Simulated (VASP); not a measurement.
# Sb in VASP: a series of runs, part 2 of 2

VASP 6.6.1. Earlier steps stand in the parts before.

**4. Relaxation of cell and atoms, PBE**

Contents of INCAR:

```
SYSTEM = Sb
PREC     = Accurate       ! precision mode
ENCUT    = 600            ! plane-wave cutoff, eV
EDIFF    = 1E-7           ! SCF threshold, eV
ISMEAR   = 0              ! smearing method
SIGMA    = 0.1            ! smearing width, eV
LREAL    = .FALSE.        ! projectors in reciprocal space
LASPH    = .TRUE.         ! aspherical terms in the spheres
NELM     = 80             ! most SCF steps
ALGO     = Normal         ! electronic algorithm
ISIF     = 3              ! what is computed and relaxed
LWAVE    = .FALSE.        ! write WAVECAR
LCHARG   = .FALSE.        ! write CHGCAR
GGA      = PE             ! functional
IBRION   = 2              ! ionic algorithm
NSW      = 100            ! ionic steps
EDIFFG   = -0.01          ! ionic threshold
```

Contents of KPOINTS:

```
regular mesh
0
G
  18 18 18
  0 0 0
```

Contents of POSCAR:

```
Sb
1.0
    3.0906790882      0.0000000000      0.0000000000
    0.0000000000      3.0906790882      0.0000000000
    0.0000000000      0.0000000000      3.1841658698
Sb
1
Direct
    0.0000000000      0.0000000000      0.0000000000
```

Potentials or basis: VASP PAW PBE potentials, release 64 (Sb).

Run with:

```bash
> cat potpaw_PBE.64/Sb/POTCAR > POTCAR
> mpirun -np 1 vasp_std > vasp.out
```

OUTCAR:

```text
SYSTEM = Sb
   PREC = Accurate
   ENCUT = 600
   EDIFF = 1E-7
   ISMEAR = 0
   LREAL = .FALSE.
   LASPH = .TRUE.
   NELM = 80
   ISIF = 3
   GGA = PE
   IBRION = 2
   NSW = 100
   EDIFFG = -0.01

 ion  position               nearest neighbor table
   1  0.000  0.000  0.000-

  LATTYP: Found a simple tetragonal cell.
 ALAT       =     3.0906790882
 C/A-ratio  =     1.0302479743

  Lattice vectors:

 A1 = (   3.0906790882,   0.0000000000,   0.0000000000)
 A2 = (   0.0000000000,   3.0906790882,   0.0000000000)
 A3 = (   0.0000000000,   0.0000000000,   3.1841658698)

Analysis of symmetry for initial positions (statically):
=====================================================================
 Subroutine PRICEL returns:
 Original cell was already a primitive cell.

 Routine SETGRP: Setting up the symmetry group for a
 simple tetragonal supercell.

 Subroutine GETGRP returns: Found 16 space group operations
 (whereof 16 operations were pure point group operations)
[... 166 lines left out ...]
------------------------ aborting loop because EDIFF is reached ----------------------------------------

  FORCE on cell =-STRESS in cart. coord.  units (eV):
  Direction    XX          YY          ZZ          XY          YZ          ZX
  --------------------------------------------------------------------------------------
  -------------------------------------------------------------------------------------
  Total        0.0786422      0.0786422     -0.5078896      0.0000000     -0.0000000      0.0000000
  in kB        4.1425006      4.1425006    -26.7532406      0.0000000     -0.0000000      0.0000000
  external PRESSURE =      -6.1560798 kB  Pullay stress =       0.0000000 kB
[... 127 lines left out ...]
--------------------------------------- Ionic step        5  -------------------------------------------

 number of electron       5.0000000 magnetization

 Free energy of the ion-electron system (eV)
  ---------------------------------------------------
  ext. energy  EPLUGINS =         0.00000000
  ---------------------------------------------------
  free energy    TOTEN  =        -4.09390507 eV

  energy without entropy =       -4.09149136  energy(sigma->0) =       -4.09269821

 E-fermi :   7.0753     XC(G=0):  -9.5931

 val. band max:        7.0690048141   @ k =   0.2778   0.2778   0.2778
 cond. band min:       7.1093591734   @ k =   0.1667   0.0556   0.0000
 fundamental gap:      0.0403543593
 Fermi energy:         7.0752785308

 k-point     1 :       0.0000    0.0000    0.0000
  band No.  band energies     occupation
      1      -5.2861      2.00000
      2      10.2926      0.00000
      3      10.2926      0.00000
      4      10.2955      0.00000
      5      13.9561      0.00000
      6      13.9574      0.00000
[... 199 lines left out ...]
 k-point    24 :       0.3333    0.1111    0.0000
  band No.  band energies     occupation
      1      -3.6272      2.00000
      2       3.5208      2.00000
      3       9.8234      0.00000
      4      11.8062      0.00000
      5      15.7069      0.00000
      6      16.6088      0.00000

 [... further k-points ...]
[... 5 lines left out ...]
  --------------------------------------------------------------------------------------
  -------------------------------------------------------------------------------------
  Total        0.0009392      0.0009392      0.0027882      0.0000000     -0.0000000     -0.0000000
  in kB        0.0500831      0.0500831      0.1486746      0.0000000     -0.0000000     -0.0000000
  external PRESSURE =       0.0829470 kB  Pullay stress =       0.0000000 kB
[... 16 lines left out ...]
  FREE ENERGIE OF THE ION-ELECTRON SYSTEM (eV)
  ---------------------------------------------------
  free  energy   TOTEN  =        -4.0939050706 eV

  energy  without entropy=       -4.0914913564  energy(sigma->0) =       -4.09269821

 reached required accuracy - stopping structural energy minimisation
```

OSZICAR:

```text
N       E                     dE             d eps       ncg     rms          rms(c)
DAV:   1     0.903289994565E+01    0.90329E+01   -0.17439E+03  6630   0.612E+02
DAV:   2    -0.384233669418E+01   -0.12875E+02   -0.12267E+02  9420   0.767E+01
DAV:   3    -0.408130851910E+01   -0.23897E+00   -0.23576E+00  7752   0.112E+01
[... 33 lines left out ...]
       N       E                     dE             d eps       ncg     rms          rms(c)
DAV:   1    -0.409393901368E+01   -0.62904E-04   -0.13978E-03  7398   0.219E-01    0.262E-02
DAV:   2    -0.409391687599E+01    0.22138E-04   -0.37259E-05  7170   0.508E-02    0.156E-02
DAV:   3    -0.409390508064E+01    0.11795E-04   -0.30438E-05  7434   0.312E-02    0.431E-03
DAV:   4    -0.409390507062E+01    0.10020E-07   -0.60056E-07  7536   0.689E-03
   5 F= -.40939051E+01 E0= -.40926982E+01  d E =-.142214E-03
```

Run time: 3.1 min. Hardware: 1 thread of Intel Xeon 6975P-C, shared host; peak memory 0.28 GiB.

What came out:

* Free energy: -4.0939 eV
* Relaxed volume: 30.05 Å³/atom
* Relaxed cell: a = 3.109 Å, b = 3.109 Å, c = 3.109 Å, α = 90.00°, β = 90.00°, γ = 90.00°
* Space group after relaxing (to 0.05 Å): Pm-3m (No. 221)
* Energy gained by relaxing: 6.8 meV/atom
* Ionic steps: 5
* Pressure after relaxing: 0.0 GPa

Step by step:
```csv
step,energy change (eV),largest force (eV/Å),pressure (GPa),volume (Å³)
1,0.0000,0.0000,-0.62,30.42
2,-0.0067,0.0000,0.29,29.90
3,-0.0067,0.0000,0.27,29.91
4,-0.0068,0.0000,-0.10,30.11
5,-0.0068,0.0000,0.01,30.05
```

Final structure:
```cif
data_structure
_symmetry_space_group_name_H-M 'P 1'
_symmetry_Int_Tables_number 1
_cell_length_a 3.1089
_cell_length_b 3.1089
_cell_length_c 3.1086
_cell_angle_alpha 90.000
_cell_angle_beta 90.000
_cell_angle_gamma 90.000
_cell_volume 30.05
loop_
_atom_site_label
_atom_site_type_symbol
_atom_site_fract_x
_atom_site_fract_y
_atom_site_fract_z
_atom_site_occupancy
Sb1 Sb 0.00000 0.00000 0.00000 1
```

Caveat: spin-orbit coupling is left out, which moves the levels of the heavy elements.

**5. Overview**

| task | cell | k mesh | cutoff (eV) | gap on the mesh (eV) | pressure (GPa) |
| --- | --- | --- | --- | --- | --- |
| single point | a = 3.091, b = 3.091, c = 3.184 Å, angles 90.0, 90.0, 90.3°, 1 atom | 6 × 6 × 6 | 520 | none | 0.0 |
| single point | a = 3.110 Å, 1 atom | 18 × 18 × 18 | 520 | none | 0.0 |
| relaxation of cell and atoms | relaxed from a = 3.091, b = 3.091, c = 3.184 Å, 1 atom | 18 × 18 × 18 | 600 | none | 0.0 |

Alike in all rows: level PBE; potentials or basis VASP PAW PBE potentials, release 64 (Sb); no spin polarisation; smearing gaussian 0.1 eV.

Caveats: spin-orbit coupling is left out, which moves the levels of the heavy elements.

Absolute energies hang on the potentials; compare differences alone.
